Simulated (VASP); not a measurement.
Wanted: the native input for a VASP 6.6.1 run.

```yaml
Task: single point
Functional: PBE
Potentials_or_basis: VASP PAW PBE potentials, release 64 (B, N)
Cutoff: 520 eV
k_mesh: 2 × 2 × 2
Occupations: gaussian, width 0.01 eV
Spin: no spin polarisation
Dipole_correction: no
Further_INCAR_settings: LREAL = Auto; ALGO = Normal; EDIFF = 1e-07; NBANDS = 166
```

The structure of BN lies in POSCAR:

```
BN
1.0
    7.2300000000      0.0000000000      0.0000000000
    0.0000000000      7.2300000000      0.0000000000
    0.0000000000      0.0000000000      7.2300000000
B N
32 32
Direct
    0.0000000000      0.0000000000      0.0000000000
    1.0000000000      0.2500000000      0.2500000000
    1.0000000000      0.5000000000      0.5000000000
    1.0000000000      0.7500000000      0.7500000000
    0.2500000000      0.0000000000      0.2500000000
    0.2500000000      0.2500000000      0.5000000000
    0.2500000000      0.5000000000      0.7500000000
    0.2500000000      0.7500000000      0.0000000000
    0.5000000000      0.0000000000      0.5000000000
    0.5000000000      0.2500000000      0.7500000000
    0.5000000000      0.5000000000      0.0000000000
    0.5000000000      0.7500000000      0.2500000000
    0.7500000000      0.0000000000      0.7500000000
    0.7500000000      0.2500000000      0.0000000000
    0.7500000000      0.5000000000      0.2500000000
    0.7500000000      0.7500000000      0.5000000000
    0.2500000000      0.2500000000      0.0000000000
    0.2500000000      0.5000000000      0.2500000000
    0.2500000000      0.7500000000      0.5000000000
    0.2500000000      0.0000000000      0.7500000000
    0.5000000000      0.2500000000      0.2500000000
    0.5000000000      0.5000000000      0.5000000000
    0.5000000000      0.7500000000      0.7500000000
    0.5000000000      0.0000000000      0.0000000000
    0.7500000000      0.2500000000      0.5000000000
    0.7500000000      0.5000000000      0.7500000000
    0.7500000000      0.7500000000      0.0000000000
    0.7500000000      0.0000000000      0.2500000000
    0.0000000000      0.2500000000      0.7500000000
    0.0000000000      0.5000000000      0.0000000000
    0.0000000000      0.7500000000      0.2500000000
    0.0000000000      0.0000000000      0.5000000000
    0.3750000000      0.3750000000      0.3750000000
    0.3750000000      0.6250000000      0.6250000000
    0.3750000000      0.8750000000      0.8750000000
    0.3750000000      0.1250000000      0.1250000000
    0.6250000000      0.3750000000      0.6250000000
    0.6250000000      0.6250000000      0.8750000000
    0.6250000000      0.8750000000      0.1250000000
    0.6250000000      0.1250000000      0.3750000000
    0.8750000000      0.3750000000      0.8750000000
    0.8750000000      0.6250000000      0.1250000000
    0.8750000000      0.8750000000      0.3750000000
    0.8750000000      0.1250000000      0.6250000000
    0.1250000000      0.3750000000      0.1250000000
    0.1250000000      0.6250000000      0.3750000000
    0.1250000000      0.8750000000      0.6250000000
    0.1250000000      0.1250000000      0.8750000000
    0.6250000000      0.6250000000      0.3750000000
    0.6250000000      0.8750000000      0.6250000000
    0.6250000000      0.1250000000      0.8750000000
    0.6250000000      0.3750000000      0.1250000000
    0.8750000000      0.6250000000      0.6250000000
    0.8750000000      0.8750000000      0.8750000000
    0.8750000000      0.1250000000      0.1250000000
    0.8750000000      0.3750000000      0.3750000000
    0.1250000000      0.6250000000      0.8750000000
    0.1250000000      0.8750000000      0.1250000000
    0.1250000000      0.1250000000      0.3750000000
    0.1250000000      0.3750000000      0.6250000000
    0.3750000000      0.6250000000      0.1250000000
    0.3750000000      0.8750000000      0.3750000000
    0.3750000000      0.1250000000      0.6250000000
    0.3750000000      0.3750000000      0.8750000000
```

The input as run:

INCAR

```
  PREC = Accurate
  ENCUT = 520
  EDIFF = 1E-7
  ISMEAR = 0
  SIGMA = 0.01
  LREAL = Auto
  LASPH = T
  NELM = 80
  ALGO = Normal
  ISIF = 2
  LWAVE = F
  LCHARG = F
  GGA = PE
  NBANDS = 166
```

KPOINTS

```
regular mesh
0
Gamma
  2 2 2
```

Potentials or basis: VASP PAW PBE potentials, release 64 (B, N).

Launch:

```bash
$ cat potpaw_PBE.64/B/POTCAR potpaw_PBE.64/N/POTCAR > POTCAR
$ mpirun -np 1 vasp_std > vasp.out
```

It gave:

- Pressure: 3.3 GPa
- Band gap on the k mesh: 4.46 eV

Caveat: the k points lie up to 0.43 Å⁻¹ apart.

Run time: 10 min on 1 thread of AMD EPYC 7R13 Processor (Zen 3), on a shared host, peak memory 0.44 GiB.
